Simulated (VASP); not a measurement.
Write the native input for VASP 6.6.1 that does the following.

```yaml
Task: single point
Functional: PBE
Potentials_or_basis: VASP PAW PBE potentials, release 64 (Mg, S)
Cutoff: 520 eV
k_mesh: 4 × 4 × 4
Occupations: gaussian, width 0.01 eV
Spin: no spin polarisation
Dipole_correction: no
Further_INCAR_settings: ALGO = Normal; EDIFF = 1e-06; NBANDS = 11
```

The structure of MgS lies in POSCAR:

```
MgS
1.0
    0.0000000000      2.8308768411      2.8308768411
    2.8308768411      0.0000000000      2.8308768411
    2.8308768411      2.8308768411      0.0000000000
Mg S
1 1
Direct
    0.0000000000      0.0000000000      0.0000000000
    0.2500000000      0.2500000000      0.2500000000
```

These files were run (other wordings do the same):

INCAR

```
  PREC = Accurate
  ENCUT = 520
  EDIFF = 1E-6
  ISMEAR = 0
  SIGMA = 0.01
  LREAL = F
  LASPH = T
  NELM = 60
  ALGO = Normal
  ISIF = 2
  LWAVE = F
  LCHARG = F
  GGA = PE
  NBANDS = 11
```

KPOINTS

```
regular mesh
0
Gamma
  4 4 4
```

Potentials or basis: VASP PAW PBE potentials, release 64 (Mg, S).

Command:

```sh
$ cat potpaw_PBE.64/Mg/POTCAR potpaw_PBE.64/S/POTCAR > POTCAR
$ mpirun -np 1 vasp_std > vasp.out
```

It gave:

```
Pressure               : 1.0 GPa
Band gap on the k mesh : 3.45 eV
```

Caveat: the k points lie up to 0.48 Å⁻¹ apart.

It took 4.2 s on 1 thread of AMD EPYC 7R13 Processor (Zen 3), with other jobs on the host, peak memory 0.13 GiB.
